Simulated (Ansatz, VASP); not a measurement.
Two plane-wave programs on Ir4Ru

Contents of INCAR:

```
PREC = Accurate ; ENCUT = 520
EDIFF = 1E-6 ; ISMEAR = 0
SIGMA = 0.1 ; LREAL = False
LASPH = True ; NELM = 80
ALGO = Fast ; ISIF = 2
LWAVE = False ; LCHARG = False
GGA = PE ; NBANDS = 61
```

The input KPOINTS:

```
regular mesh
0
Gamma
  6 6 1
```

POSCAR

```
Ir4Ru
1.0
    2.7188851300      0.0000000000      0.0000000000
   -1.3594425600      2.3546235900      0.0000000000
    0.0000000000      0.0000000000     21.9415953000
Ru Ir
2 8
Direct
    0.3333333300      0.6666666700      0.7500000000
    0.6666666700      0.3333333300      0.2500000000
    0.3333333300      0.6666666700      0.9500000000
    0.3333333300      0.6666666700      0.1500000000
    0.3333333300      0.6666666700      0.3500000000
    0.3333333300      0.6666666700      0.5500000000
    0.6666666700      0.3333333300      0.0500000000
    0.6666666700      0.3333333300      0.4500000000
    0.6666666700      0.3333333300      0.6500000000
    0.6666666700      0.3333333300      0.8500000000
```

Input for Ansatz:

```yaml
crystal:
  lattice:
    - [2.71888513, 0.0, 0.0]
    - [-1.35944256, 2.35462359, 0.0]
    - [0.0, 0.0, 21.9415953]
  atoms:
    - { symbol: Ru, position: [0.33333333, 0.66666667, 0.75] }
    - { symbol: Ru, position: [0.66666667, 0.33333333, 0.25] }
    - { symbol: Ir, position: [0.33333333, 0.66666667, 0.95] }
    - { symbol: Ir, position: [0.33333333, 0.66666667, 0.15] }
    - { symbol: Ir, position: [0.33333333, 0.66666667, 0.35] }
    - { symbol: Ir, position: [0.33333333, 0.66666667, 0.55] }
    - { symbol: Ir, position: [0.66666667, 0.33333333, 0.05] }
    - { symbol: Ir, position: [0.66666667, 0.33333333, 0.45] }
    - { symbol: Ir, position: [0.66666667, 0.33333333, 0.65] }
    - { symbol: Ir, position: [0.66666667, 0.33333333, 0.85] }
basis:
  ecutwfc: 420
kpoints:
  mp_grid: { grid: [6, 6, 1] }
hamiltonian:
  xc: pbe
scf:
  occupations: { method: gaussian, width: 0.1 }
  lower_state_search: "off"
output:
  forces: true
  stress: true
  eigenvalues: true
```

Alike in both runs: task single point; functional PBE; k mesh 6 × 6 × 1; occupations gaussian, width 0.1 eV; no spin polarisation.

```csv
,VASP,Ansatz
version,VASP 6.6.1,Ansatz 0.2.0
potentials or method,"VASP PAW PBE potentials, release 64 (Ru_pv, Ir), cutoff 520 eV","scalar-relativistic, plane waves, PAW"
valence electrons in the cell,100,168
```

|  | VASP | Ansatz | Ansatz less VASP |
| --- | --- | --- | --- |
| gap on the k mesh at the Fermi level (eV) | none | none | - |
| pressure (GPa) | 10.4 | 9.9 | -0.51 |
| traceless stress, the component that is largest in VASP (GPa) | -7.09 | -7.25 | -0.160 |
| rms of the force components (eV/Å) | 0.293 | 0.281 | -0.0117 |

Atom by atom the forces differ by 0.012 eV/Å (rms over components). A gap of «none» marks a metal or a gap that the smearing closes. VASP's potentials hold 100 valence electrons a cell and Ansatz's 168, so a difference there can come from the potentials and not from the codes.

The k mesh is coarse, so the values compare programs but aren't converged. Neither program's run includes spin-orbit coupling.
